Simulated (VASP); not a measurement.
# Sn3Cl2 (P-3m1) in VASP: notebook

The runs below take Sn3Cl2 through relaxation of cell and atoms, single point, with PBE.

All numbers are computed with VASP 6.6.1; they aren't measurements. Logs are shortened: lines on timing, memory, paths and dates and some standing lists are left out, and cuts for length are marked.

## Step 1: The cell of the first run

The structure is trigonal, space group P-3m1 (No. 164). Conventional cell: a = 4.540 Å, b = 4.540 Å, c = 7.064 Å, α = 90.00°, β = 90.00°, γ = 120.00°. Sn (site symmetry -3m) has 6 Cl at 3.14 Å and 6 Sn at 3.63 Å within 4.1 Å. Sn (site symmetry 3m) has 4 Cl at 2.73 to 2.83 Å and 6 Sn at 3.33 to 3.63 Å within 3.7 Å. Cl (site symmetry 3m) has 7 Sn at 2.73 to 3.14 Å within 3.6 Å.

## Step 2: Relaxation of cell and atoms, PBE

The input, INCAR:

```
  ALGO = Normal
  EDIFF = 1E-7
  EDIFFG = -0.04
  ENCUT = 600
  GGA = PE
  IBRION = 2
  ISIF = 3
  ISMEAR = 0
  LASPH = True
  LCHARG = False
  LREAL = False
  LWAVE = False
  NELM = 100
  NSW = 90
  PREC = Accurate
  SIGMA = 0.1
```

The input, KPOINTS:

```
k-points
0
Gamma
  6 6 4
```

The input, POSCAR:

```
Sn3Cl2
1.0
    4.5400932355      0.0000000000      0.0000000000
   -2.2700466178      3.9318360775      0.0000000000
    0.0000000000      0.0000000000      7.0636475974
Sn Cl
3 2
Direct
    0.0000000000      0.0000000000      0.0000000000
    0.3333333333      0.6666666667      0.6450000000
    0.6666666667      0.3333333333      0.3550000000
    0.3333333333      0.6666666667      0.2450000000
    0.6666666667      0.3333333333      0.7550000000
```

Potentials or basis: VASP PAW PBE potentials, release 64 (Sn_d, Cl).

Launch:

```console
> cat potpaw_PBE.64/Sn_d/POTCAR potpaw_PBE.64/Cl/POTCAR > POTCAR
> mpirun -np 1 vasp_std > vasp.out
```

OUTCAR:

```text
EDIFF = 1E-7
   EDIFFG = -0.04
   ENCUT = 600
   GGA = PE
   IBRION = 2
   ISIF = 3
   ISMEAR = 0
   LASPH = True
   LREAL = False
   NELM = 100
   NSW = 90
   PREC = Accurate

 ion  position               nearest neighbor table
   1  0.000  0.000  0.000-   4 3.14   5 3.14   5 3.14   4 3.14   5 3.14   4 3.14   2 3.63   3 3.63
                             2 3.63   3 3.63   3 3.63   2 3.63
   2  0.333  0.667  0.645-   5 2.73   5 2.73   5 2.73   4 2.83   3 3.33   3 3.33   3 3.33   1 3.63
                             1 3.63   1 3.63
   3  0.667  0.333  0.355-   4 2.73   4 2.73   4 2.73   5 2.83   2 3.33   2 3.33   2 3.33   1 3.63
                             1 3.63   1 3.63
   4  0.333  0.667  0.245-   3 2.73   3 2.73   3 2.73   2 2.83   1 3.14   1 3.14   1 3.14
   5  0.667  0.333  0.755-   2 2.73   2 2.73   2 2.73   3 2.83   1 3.14   1 3.14   1 3.14

  LATTYP: Found a hexagonal cell.
 ALAT       =     4.5400932355
 C/A-ratio  =     1.5558375635

  Lattice vectors:

 A1 = (   4.5400932355,   0.0000000000,   0.0000000000)
 A2 = (  -2.2700466178,   3.9318360775,   0.0000000000)
 A3 = (   0.0000000000,   0.0000000000,   7.0636475974)

Analysis of symmetry for initial positions (statically):
=====================================================================
 Subroutine PRICEL returns:
 Original cell was already a primitive cell.

 Routine SETGRP: Setting up the symmetry group for a
 hexagonal supercell.

 Subroutine GETGRP returns: Found 12 space group operations
 (whereof 12 operations were pure point group operations)
 out of a pool of 24 trial point group operations.

The static configuration has the point symmetry D_3d.

Analysis of symmetry for dynamics (positions and initial velocities):
=====================================================================
 Subroutine PRICEL returns:
 Original cell was already a primitive cell.

 Routine SETGRP: Setting up the symmetry group for a
 hexagonal supercell.

 Subroutine GETGRP returns: Found 12 space group operations
 (whereof 12 operations were pure point group operations)
 out of a pool of 24 trial point group operations.

The dynamic configuration has the point symmetry D_3d.

 Subroutine INISYM returns: Found 12 space group operations
 (whereof 12 operations are pure point group operations),
 and found     1 'primitive' translations

----------------------------------------------------------------------------------------

                                     Primitive cell

  volume of cell :     126.0925

  direct lattice vectors                    reciprocal lattice vectors
     4.540093235  0.000000000  0.000000000     0.220259794  0.127167051  0.000000000
    -2.270046618  3.931836077  0.000000000     0.000000000  0.254334103  0.000000000
     0.000000000  0.000000000  7.063647597     0.000000000  0.000000000  0.141569916

  length of vectors
     4.540093235  4.540093236  7.063647597     0.254334103  0.254334103  0.141569916

  position of ions in fractional coordinates (direct lattice)
     0.000000000  0.000000000  0.000000000
     0.333333333  0.666666667  0.645000000
     0.666666667  0.333333333  0.355000000
     0.333333333  0.666666667  0.245000000
     0.666666667  0.333333333  0.755000000

  ion indices of the primitive-cell ions
   primitive index   ion index
                 1           1
                 2           2
                 3           3
                 4           4
                 5           5

----------------------------------------------------------------------------------------

 KPOINTS: k-points

Automatic generation of k-mesh.
 Grid dimensions read from file:
 generate k-points for:    6    6    4

 Generating k-lattice:

  Cartesian coordinates                     Fractional coordinates (reciprocal lattice)
     0.036709966  0.021194509  0.000000000     0.166666667  0.000000000  0.000000000
     0.000000000  0.042389017  0.000000000     0.000000000  0.166666667  0.000000000
     0.000000000  0.000000000  0.035392479     0.000000000  0.000000000  0.250000000

  Length of vectors
     0.042389017  0.042389017  0.035392479

  Shift w.r.t. Gamma in fractional coordinates (k-lattice)
     0.000000000  0.000000000  0.000000000

 Subroutine IBZKPT returns following result:
 ===========================================

 Found     24 irreducible k-points:

 Following reciprocal coordinates:
            Coordinates               Weight
  0.000000  0.000000  0.000000      1.000000
  0.166667  0.000000  0.000000      6.000000
  0.333333 -0.000000  0.000000      6.000000
  0.500000 -0.000000  0.000000      3.000000
  0.166667  0.166667  0.000000      6.000000
  0.333333  0.166667  0.000000     12.000000
[... 16 lines left out ...]
  0.333333  0.166667  0.500000     12.000000
  0.333333  0.333333  0.500000      2.000000
   k-points           NKPTS =     24   k-points in BZ     NKDIM =     24   number of bands    NBANDS=     33
   number of dos      NEDOS =    301   number of ions     NIONS =      5
   total plane-waves  NPLWV =  72576
   dimension x,y,z NGX =    36 NGY =   36 NGZ =   56
   dimension x,y,z NGXF=    72 NGYF=   72 NGZF=  112
   ions per type =               3   2
   NGX,Y,Z   is equivalent  to a cutoff of  13.18, 13.18, 13.18 a.u.
   NGXF,Y,Z  is equivalent  to a cutoff of  26.36, 26.36, 26.36 a.u.
 SYSTEM =  unknown system
   PREC   = accura    normal or accurate (medium, high low for compatibility)
   ISTART =      0    job   : 0-new  1-cont  2-samecut
   ICHARG =      2    charge: 1-file 2-atom 10-const
   ISPIN  =      1    spin polarized calculation?
   LNONCOLLINEAR =      F non collinear calculations
   LSORBIT =      F    spin-orbit coupling
   LASPH  =      T    aspherical Exc in radial PAW
   ENCUT  =  600.0 eV  44.10 Ry    6.64 a.u.   9.07  9.07 14.11*2*pi/ulx,y,z
   NELM   =    100;   NELMIN=  2; NELMDL= -5     # of ELM steps
   EDIFF  = 0.1E-06   stopping-criterion for ELM
   LREAL  =      F    real-space projection
   EDIFFG = -.4E-01   stopping-criterion for IOM
   NSW    =     90    number of steps for IOM
   IBRION =      2    ionic relax: 0-MD 1-quasi-New 2-CG
   NFREE  =      1    steps in history (QN), initial steepest desc. (CG)
   ISIF   =      3    stress and relaxation
   ISYM   =      2    0-nonsym 1-usesym 2-fastsym
   POTIM  = 0.5000    time-step for ionic-motion
   TEBEG  =    0.0;   TEEND  =   0.0 temperature during run
   PSTRESS=    0.0 pullay stress
   NELECT =      56.0000    total number of electrons
   NUPDOWN=      -1.0000    fix difference up-down
   EMIN   =  10.00;   EMAX   =-10.00  energy-range for DOS
   EFERMI =   0.00;   METHOD = LEGACY
   ISMEAR =     0;   SIGMA  =   0.10  broadening in eV -4-tet -1-fermi 0-gaus
   EFERMI_NEDOS =   21; number of points for ismear=-14 and -15
   IALGO  =     38    algorithm
   IMIX   =      4    mixing-type and parameters
     AMIX     =   0.40;   BMIX     =  1.00
     AMIX_MAG =   1.60;   BMIX_MAG =  1.00
  volume/ion in A,a.u.               =      25.22       170.18
  Fermi-wavevector in a.u.,A,eV,Ry     =   1.249035  2.360333 21.226275  1.560087
  Thomas-Fermi vector in A             =   2.383094
   LORBIT       =      0    0 simple, 1 ext, 2 COOP (PROOUT), +10 PAW based schemes
   GGA     = PE    functional components
   LHFCALC =     F    Hartree Fock is set to
   AEXX    =    0.0000 exact exchange contribution
   IVDW    =     0    specifies the selected vdW correction
   LEPSILON=     F    determine dielectric tensor
   LRPA    =     F    only Hartree local field effects (RPA)
 conjugate gradient relaxation of ions
 non-spin polarized calculation
 Gauss-broadening in eV      SIGMA  =   0.10
  energy-cutoff  :      600.00
  volume of cell :      126.09
 maximum number of plane-waves:      4239
   NGX = 19   NGY = 19   NGZ = 29

--------------------------------------- Ionic step        1  -------------------------------------------

 number of electron      55.9999996 magnetization

 Free energy of the ion-electron system (eV)
  ---------------------------------------------------
  ext. energy  EPLUGINS =         0.00000000
  ---------------------------------------------------
  free energy    TOTEN  =       -13.11128326 eV

  energy without entropy =      -13.08418700  energy(sigma->0) =      -13.09773513

------------------------ aborting loop because EDIFF is reached ----------------------------------------

  FORCE on cell =-STRESS in cart. coord.  units (eV):
  Direction    XX          YY          ZZ          XY          YZ          ZX
  --------------------------------------------------------------------------------------
  -------------------------------------------------------------------------------------
  Total        9.4733261      9.4733261      8.3691306     -0.0000000      0.0000000      0.0000000
  in kB      120.3715551    120.3715551    106.3412418     -0.0000000      0.0000000      0.0000000
  external PRESSURE =     115.6947840 kB  Pullay stress =       0.0000000 kB
[... 98 lines left out ...]
  FREE ENERGIE OF THE ION-ELECTRON SYSTEM (eV)
  ---------------------------------------------------
  free  energy   TOTEN  =       -14.3549883786 eV

  energy  without entropy=      -14.3257465982  energy(sigma->0) =      -14.34036749

 E-fermi :   5.2318     XC(G=0):  -9.0038

 val. band max:        5.1617643512   @ k =   0.3333   0.3333   0.5000
 cond. band min:       5.2338159423   @ k =   0.3333   0.3333   0.2500
 fundamental gap:      0.0720515910
 Fermi energy:         5.2317731869

 k-point     1 :       0.0000    0.0000    0.0000
  band No.  band energies     occupation
      1     -17.1045      2.00000
      2     -17.0663      2.00000
      3     -17.0663      2.00000
      4     -17.0249      2.00000
      5     -17.0249      2.00000
      6     -16.1926      2.00000
[... 853 lines left out ...]
     32       8.7830      0.00000
     33       8.7830      0.00000

[... ionic steps 4 to 32 ...]

--------------------------------------- Ionic step       33  -------------------------------------------

 number of electron      55.9999999 magnetization

------------------------ aborting loop because EDIFF is reached ----------------------------------------

  FORCE on cell =-STRESS in cart. coord.  units (eV):
  Direction    XX          YY          ZZ          XY          YZ          ZX
  --------------------------------------------------------------------------------------
  -------------------------------------------------------------------------------------
  Total       -0.0335062     -0.0335062      0.0348003      0.0000000      0.0000000     -0.0000000
  in kB       -0.2851920     -0.2851920      0.2962074      0.0000000      0.0000000     -0.0000000
  external PRESSURE =      -0.0913922 kB  Pullay stress =       0.0000000 kB
[... 63 lines left out ...]
  energy  without entropy=      -17.0877206845  energy(sigma->0) =      -17.09015281

--------------------------------------- Ionic step       35  -------------------------------------------

 number of electron      56.0000011 magnetization

 Free energy of the ion-electron system (eV)
  ---------------------------------------------------
  ext. energy  EPLUGINS =         0.00000000
  ---------------------------------------------------
  free energy    TOTEN  =       -17.09309400 eV

  energy without entropy =      -17.08782171  energy(sigma->0) =      -17.09045785

 E-fermi :   3.1241     XC(G=0):  -7.7292

 val. band max:        3.1179414997   @ k =   0.0000   0.0000   0.2500
 cond. band min:       3.1676429192   @ k =   0.0000   0.0000   0.0000
 fundamental gap:      0.0497014195
 Fermi energy:         3.1241253956

 k-point     1 :       0.0000    0.0000    0.0000
  band No.  band energies     occupation
      1     -19.7233      2.00000
      2     -19.7068      2.00000
      3     -19.7068      2.00000
      4     -19.6781      2.00000
      5     -19.6781      2.00000
      6     -18.1993      2.00000
[... 885 lines left out ...]
  FREE ENERGIE OF THE ION-ELECTRON SYSTEM (eV)
  ---------------------------------------------------
  free  energy   TOTEN  =       -17.0930940022 eV

  energy  without entropy=      -17.0878217050  energy(sigma->0) =      -17.09045785

 reached required accuracy - stopping structural energy minimisation
```

It took 24 min on 1 thread of Intel Xeon Platinum 8559C (Emerald Rapids), shared host; peak memory 0.34 GiB.

Results:

| Quantity | Value |
| --- | --- |
| Free energy | -17.0931 eV |
| Relaxed volume | 37.64 Å³/atom |
| Relaxed cell | a = 4.516 Å, b = 4.516 Å, c = 10.657 Å, α = 90.00°, β = 90.00°, γ = 120.00° |
| Space group after relaxing (to 0.1 Å) | P-3m1 (No. 164) |
| Pressure after relaxing | 0.1 GPa |
| Largest force after relaxing | 0.011 eV/Å |
| Band gap on the k mesh | zero (bands 28 and 29 overlap by 0.25 eV) |

Forces on the atoms (eV/Å):
```
Sn   0.000  0.000  0.000
Sn   0.000  0.000 -0.011
Sn   0.000  0.000  0.011
Cl   0.000  0.000 -0.008
Cl   0.000  0.000  0.008
```

Final structure:
```yaml
crystal:
  lattice:
    - [4.51597, 0.00000, 0.00000]
    - [-2.25798, 3.91094, 0.00000]
    - [0.00000, 0.00000, 10.65689]
  atoms:
    - { symbol: Sn, position: [0.00000, 0.00000, 0.00000] }
    - { symbol: Sn, position: [0.33333, 0.66667, 0.54758] }
    - { symbol: Sn, position: [0.66667, 0.33333, 0.45242] }
    - { symbol: Cl, position: [0.33333, 0.66667, 0.12635] }
    - { symbol: Cl, position: [0.66667, 0.33333, 0.87365] }
```

Caveat: the volume moved by over 15 % at a fixed basis, so the end points are rough; spin-orbit coupling is left out, which moves the levels of the heavy elements.

## Step 3: Single point, PBE

This run uses another cell than the first one, of 41.90 Å³/atom.

The input, INCAR:

```
ALGO = Normal
EDIFF = 1E-6
ENCUT = 520
GGA = PE
ISIF = 2
ISMEAR = 0
LASPH = True
LCHARG = True
LELF = True
LREAL = False
LVHAR = True
LWAVE = False
NBANDS = 36
NELM = 80
PREC = Accurate
SIGMA = 0.1
```

The input, KPOINTS:

```
k-points
0
Gamma
  12 12 4
```

The input, POSCAR:

```
Sn3Cl2
1.0
    4.5470088561      0.0000000000      0.0000000000
   -2.2735044281      3.9378251806      0.0000000000
    0.0000000000      0.0000000000     11.6992897032
Sn Cl
3 2
Direct
    0.0000000000      0.0000000000      0.0000000000
    0.3333333333      0.6666666667      0.5397870743
    0.6666666667      0.3333333333      0.4602129257
    0.3333333333      0.6666666667      0.1135677597
    0.6666666667      0.3333333333      0.8864322403
```

Potentials or basis: VASP PAW PBE potentials, release 64 (Sn_d, Cl).

Launch:

```console
> cat potpaw_PBE.64/Sn_d/POTCAR potpaw_PBE.64/Cl/POTCAR > POTCAR
> mpirun -np 1 vasp_std > vasp.out
```

It took 4.7 min on 1 thread of Intel Xeon Platinum 8559C (Emerald Rapids), shared host; peak memory 0.59 GiB.

It converged, with:

- Free energy: -17.1722 eV
- Pressure: 0.0 GPa
- Band gap on the k mesh: zero (bands 28 and 29 overlap by 0.05 eV)

Forces in eV/Å, atoms in the order of the input:
```
Sn   0.000  0.000  0.000
Sn   0.000  0.000  0.001
Sn   0.000  0.000 -0.001
Cl   0.000  0.000  0.002
Cl   0.000  0.000 -0.002
```

Levels at points of the mesh, in eV from the Fermi level:
```csv
k point,band 24,band 25,band 26,band 27,band 28,band 29,band 30,band 31,band 32,band 33
"(0.00, 0.00, 0.00)",-3.73,-3.32,-3.03,-0.01,0.03,0.03,0.87,1.57,1.57,2.07
"(0.50, 0.00, 0.00)",-3.89,-3.71,-2.60,-1.32,-0.99,0.54,0.89,1.81,2.63,2.65
"(0.00, 0.00, 0.50)",-3.60,-3.52,-2.95,-0.04,0.03,0.03,0.85,1.58,1.58,2.22
"(0.50, 0.00, 0.50)",-3.89,-3.70,-2.60,-1.32,-1.01,0.56,0.91,1.81,2.62,2.67
```

Caveat: spin-orbit coupling is left out, which moves the levels of the heavy elements.

The gap in the log of VASP goes by the Fermi energy; the results here count the filled bands.